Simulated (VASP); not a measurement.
# Cr (Im-3m) in VASP: notebook, part 2 of 2

VASP 6.6.1. Earlier steps stand in the parts before.

**4. Single point, PBE, collinear spin, ferromagnetic start**

INCAR

```
SYSTEM = Cr
ALGO     = Normal         ! electronic algorithm
EDIFF    = 1E-6           ! SCF threshold, eV
ENCUT    = 520            ! plane-wave cutoff, eV
GGA      = PE             ! functional
ISIF     = 2              ! what is computed and relaxed
ISMEAR   = 0              ! smearing method
ISPIN    = 2              ! spin polarisation
LASPH    = .True.         ! aspherical terms in the spheres
LCHARG   = .False.        ! write CHGCAR
LMAXMIX  = 4              ! l up to which the mixer works
LORBIT   = 11             ! projections on sites
LREAL    = .False.        ! projectors in reciprocal space
LWAVE    = .False.        ! write WAVECAR
MAGMOM   = 1.5            ! initial moments
NBANDS   = 16             ! bands
NELM     = 150            ! most SCF steps
PREC     = Accurate       ! precision mode
SIGMA    = 0.6            ! smearing width, eV
```

KPOINTS

```
k-points
0
Gamma
  15 15 15
  0 0 0
```

POSCAR

```
Cr
1.0
   -1.4240148648      1.4240148648      1.4240148648
    1.4240148648     -1.4240148648      1.4240148648
    1.4240148648      1.4240148648     -1.4240148648
Cr
1
Direct
    0.0000000000      0.0000000000      0.0000000000
```

Potentials or basis: VASP PAW PBE potentials, release 64 (Cr_pv).

Command:

```sh
$ cat potpaw_PBE.64/Cr_pv/POTCAR > POTCAR
$ mpirun -np 1 vasp_std > vasp.out
```

OUTCAR:

```text
SYSTEM = Cr
   EDIFF = 1E-6
   ENCUT = 520
   GGA = PE
   ISIF = 2
   ISMEAR = 0
   ISPIN = 2
   LASPH = .True.
   LORBIT = 11
   LREAL = .False.
   NELM = 150
   PREC = Accurate

 ion  position               nearest neighbor table
   1  0.000  0.000  0.000-

  LATTYP: Found a body centered cubic cell.
 ALAT       =     2.8480297296

  Lattice vectors:

 A1 = (  -1.4240148648,   1.4240148648,   1.4240148648)
 A2 = (   1.4240148648,  -1.4240148648,   1.4240148648)
 A3 = (   1.4240148648,   1.4240148648,  -1.4240148648)

Analysis of symmetry for initial positions (statically):
=====================================================================
 Subroutine PRICEL returns:
 Original cell was already a primitive cell.

 Routine SETGRP: Setting up the symmetry group for a
 body centered cubic supercell.

 Subroutine GETGRP returns: Found 48 space group operations
 (whereof 48 operations were pure point group operations)
 out of a pool of 48 trial point group operations.

The static configuration has the point symmetry O_h .

Analysis of symmetry for dynamics (positions and initial velocities):
=====================================================================
 Subroutine PRICEL returns:
 Original cell was already a primitive cell.

 Routine SETGRP: Setting up the symmetry group for a
 body centered cubic supercell.

 Subroutine GETGRP returns: Found 48 space group operations
 (whereof 48 operations were pure point group operations)
 out of a pool of 48 trial point group operations.

The dynamic configuration has the point symmetry O_h .

Analysis of structural, dynamic, and magnetic symmetry:
=====================================================================
 Subroutine PRICEL returns:
 Original cell was already a primitive cell.

 Routine SETGRP: Setting up the symmetry group for a
[... 135 lines left out ...]
 spin polarized calculation
 Gauss-broadening in eV      SIGMA  =   0.60
  energy-cutoff  :      520.00
  volume of cell :       11.55
 maximum number of plane-waves:       321
   NGX =  9   NGY =  9   NGZ =  9

 number of electron      11.9999994 magnetization       0.0004042

 number of electron      11.9999994 magnetization      -0.0001196

 Free energy of the ion-electron system (eV)
  ---------------------------------------------------
  ext. energy  EPLUGINS =         0.00000000
  ---------------------------------------------------
  free energy    TOTEN  =        -9.58520103 eV

  energy without entropy =       -9.43187036  energy(sigma->0) =       -9.50853569

 E-fermi :  10.9195     XC(G=0): -13.6704

 val. band max:       10.8933359681   @ k =  -0.4667  -0.4667   0.2667
 cond. band min:      10.9203948137   @ k =  -0.4667   0.4667   0.0667
 fundamental gap:      0.0270588455
 Fermi energy:        10.9195090740

 spin component 1

 k-point     1 :       0.0000    0.0000    0.0000
  band No.  band energies     occupation
      1     -31.7167      1.00000
      2     -31.7167      1.00000
      3     -31.7167      1.00000
      4       3.1172      1.00000
      5      10.0883      0.97496
      6      10.0883      0.97496
[... 435 lines left out ...]
      5       8.6379      1.00000
      6       9.8643      0.99356
[... 8 lines left out ...]
     15      40.2408      0.00000
     16      45.3308      0.00000

 [... further k-points ...]

 spin component 2

 k-point     1 :       0.0000    0.0000    0.0000
  band No.  band energies     occupation
      1     -31.7167      1.00000
      2     -31.7167      1.00000
      3     -31.7167      1.00000
      4       3.1172      1.00000
      5      10.0882      0.97497
      6      10.0882      0.97497
[... 435 lines left out ...]
      5       8.6379      1.00000
      6       9.8642      0.99357
[... 8 lines left out ...]
     15      40.2408      0.00000
     16      45.3307      0.00000

 [... further k-points ...]

------------------------ aborting loop because EDIFF is reached ----------------------------------------

  FORCE on cell =-STRESS in cart. coord.  units (eV):
  Direction    XX          YY          ZZ          XY          YZ          ZX
  --------------------------------------------------------------------------------------
  -------------------------------------------------------------------------------------
  Total        0.0433396      0.0433396      0.0433396      0.0000000      0.0000000      0.0000000
  in kB        6.0116291      6.0116291      6.0116291      0.0000000      0.0000000      0.0000000
  external PRESSURE =       6.0116291 kB  Pullay stress =       0.0000000 kB

 VOLUME and BASIS-vectors are now :
 -----------------------------------------------------------------------------
  energy-cutoff  :      520.00
  volume of cell :       11.55
      direct lattice vectors                 reciprocal lattice vectors
    -1.424014865  1.424014865  1.424014865     0.000000000  0.351119930  0.351119930
     1.424014865 -1.424014865  1.424014865     0.351119930  0.000000000  0.351119930
     1.424014865  1.424014865 -1.424014865     0.351119930  0.351119930  0.000000000

 POSITION                                       TOTAL-FORCE (eV/Angst)
 -----------------------------------------------------------------------------------
      0.00000      0.00000      0.00000         0.000000     -0.000000     -0.000000
 -----------------------------------------------------------------------------------
    total drift:                                0.000000      0.000000      0.000000

  FREE ENERGIE OF THE ION-ELECTRON SYSTEM (eV)
  ---------------------------------------------------
  free  energy   TOTEN  =        -9.5852010301 eV

  energy  without entropy=       -9.4318703557  energy(sigma->0) =       -9.50853569

 total charge

# of ion       s       p       d       tot
------------------------------------------
    1        0.440   6.401   4.219  11.061

 magnetization (x)

# of ion       s       p       d       tot
------------------------------------------
    1        0.000  -0.000  -0.000  -0.000
```

OSZICAR:

```text
N       E                     dE             d eps       ncg     rms          rms(c)
DAV:   1     0.803531690427E+02    0.80353E+02   -0.61090E+03  7856   0.851E+02
DAV:   2    -0.936812374254E+01   -0.89721E+02   -0.85394E+02  8416   0.248E+02
DAV:   3    -0.108558050938E+02   -0.14877E+01   -0.14848E+01  8776   0.351E+01
DAV:   4    -0.108607257139E+02   -0.49206E-02   -0.49206E-02  8936   0.200E+00
DAV:   5    -0.108607605998E+02   -0.34886E-04   -0.34887E-04  8656   0.151E-01    0.147E+01
DAV:   6    -0.959389819723E+01    0.12669E+01   -0.20442E+00  7872   0.261E+01    0.265E+00
DAV:   7    -0.959326110591E+01    0.63709E-03   -0.59044E-02  8056   0.236E+00    0.143E+00
DAV:   8    -0.958750035153E+01    0.57608E-02   -0.24288E-03  8984   0.562E-01    0.854E-01
DAV:   9    -0.958513669462E+01    0.23637E-02   -0.10716E-03  8528   0.390E-01    0.143E-01
DAV:  10    -0.958520330378E+01   -0.66609E-04   -0.13549E-04  8584   0.109E-01    0.418E-02
DAV:  11    -0.958520560695E+01   -0.23032E-05   -0.51869E-06  8976   0.221E-02    0.193E-02
DAV:  12    -0.958520130924E+01    0.42977E-05   -0.96931E-07  6928   0.917E-03    0.407E-03
DAV:  13    -0.958520103013E+01    0.27912E-06   -0.26964E-07  4064   0.582E-03
   1 F= -.95852010E+01 E0= -.95085357E+01  d E =-.153331E+00  mag=    -0.0000
```

stdout:

```text
POSCAR found type information on POSCAR Cr
 POSCAR found :  1 types and       1 ions
 scaLAPACK will be used
 LDA part: xc-table for (Slater+PW92), standard interpolation
 POSCAR, INCAR and KPOINTS ok, starting setup
 FFT: planning ... GRIDC
 FFT: planning ... GRID_SOFT
 FFT: planning ... GRID
 WAVECAR not read
 entering main loop
```

It took 31 s on 1 thread of Intel Xeon 8259CL, shared host; peak memory 0.15 GiB.

Results:

```yaml
Free_energy: -9.5852 eV
Pressure: 0.6 GPa
Band_gap_on_the_k_mesh: zero (filled and empty bands overlap)
Net_moment: 0.00 μB per cell
Valence_electrons_inside_the_program's_atomic_spheres: Cr 11.06
```

Caveat: so wide a smearing shifts energies and pressures; an empty level that is flat over the whole mesh can mark a ghost state of the potentials, or a narrow d or f band.

**5. Single point, PBE, collinear spin, ferromagnetic start**

INCAR, as its differences from that of step 4:

```diff
@@ -18,2 +18,2 @@
 PREC     = Accurate       ! precision mode
-SIGMA    = 0.6            ! smearing width, eV
+SIGMA    = 1.0            ! smearing width, eV
```

KPOINTS is that of step 4.

POSCAR is that of step 4.

Command:

```sh
$ cat potpaw_PBE.64/Cr_pv/POTCAR > POTCAR
$ mpirun -np 1 vasp_std > vasp.out
```

It took 28 s on 1 thread of Intel Xeon 8259CL, shared host; peak memory 0.15 GiB.

It converged, with:

- Free energy: -9.7429 eV
- Pressure: 3.8 GPa
- Band gap on the k mesh: zero (filled and empty bands overlap)
- Net moment: 0.00 μB per cell
- Valence electrons inside the program's atomic spheres: Cr 11.06

Levels at points of the mesh, in eV from the Fermi level:
Spin up:
| k point | band 4 | band 5 | band 6 | band 7 | band 8 | band 9 |
| --- | --- | --- | --- | --- | --- | --- |
| (0.00, 0.00, 0.00) | -7.78 | -0.76 | -0.76 | -0.76 | 1.31 | 1.31 |
Spin down:
| k point | band 4 | band 5 | band 6 | band 7 | band 8 | band 9 |
| --- | --- | --- | --- | --- | --- | --- |
| (0.00, 0.00, 0.00) | -7.78 | -0.76 | -0.76 | -0.76 | 1.31 | 1.31 |

Caveat: the cell stands under pressure; so wide a smearing shifts energies and pressures; an empty level that is flat over the whole mesh can mark a ghost state of the potentials, or a narrow d or f band.

**6. Single point, PBE, collinear spin, ferromagnetic start**

INCAR

```
ALGO = Normal ; EDIFF = 1E-7
ENCUT = 520 ; GGA = PE
ISIF = 2 ; ISMEAR = 1
ISPIN = 2 ; LASPH = T
LCHARG = F ; LMAXMIX = 4
LORBIT = 11 ; LREAL = F
LWAVE = F ; MAGMOM = 1.5
NBANDS = 16 ; NELM = 150
PREC = Accurate ; SIGMA = 0.01
```

KPOINTS

```
k-points
0
Gamma
  15 15 15
```

POSCAR is that of step 5.

Potentials or basis: VASP PAW PBE potentials, release 64 (Cr_pv).

Command:

```sh
$ cat potpaw_PBE.64/Cr_pv/POTCAR > POTCAR
$ mpirun -np 1 vasp_std > vasp.out
```

Wall time 44 s (1 thread of Intel Xeon 8259CL, shared host); peak memory 0.14 GiB.

The run converged. Its results:

| Item | Value |
| --- | --- |
| Free energy | -9.5088 eV |
| Pressure | -0.8 GPa |
| Net moment | -0.04 μB per cell |
| Site moments | Cr -0.04 μB |
| Valence electrons inside the program's atomic spheres | Cr 11.06 |

Levels at points of the mesh, in eV from the Fermi level:
Spin up:
| k point | band 4 | band 5 | band 6 | band 7 | band 8 | band 9 |
| --- | --- | --- | --- | --- | --- | --- |
| (0.00, 0.00, 0.00) | -7.87 | -0.89 | -0.89 | -0.89 | 1.16 | 1.16 |
Spin down:
```tsv
k point	band 4	band 5	band 6	band 7	band 8	band 9
(0.00, 0.00, 0.00)	-7.88	-0.94	-0.94	-0.94	1.13	1.13
```

Caveat: an empty level that is flat over the whole mesh can mark a ghost state of the potentials, or a narrow d or f band.
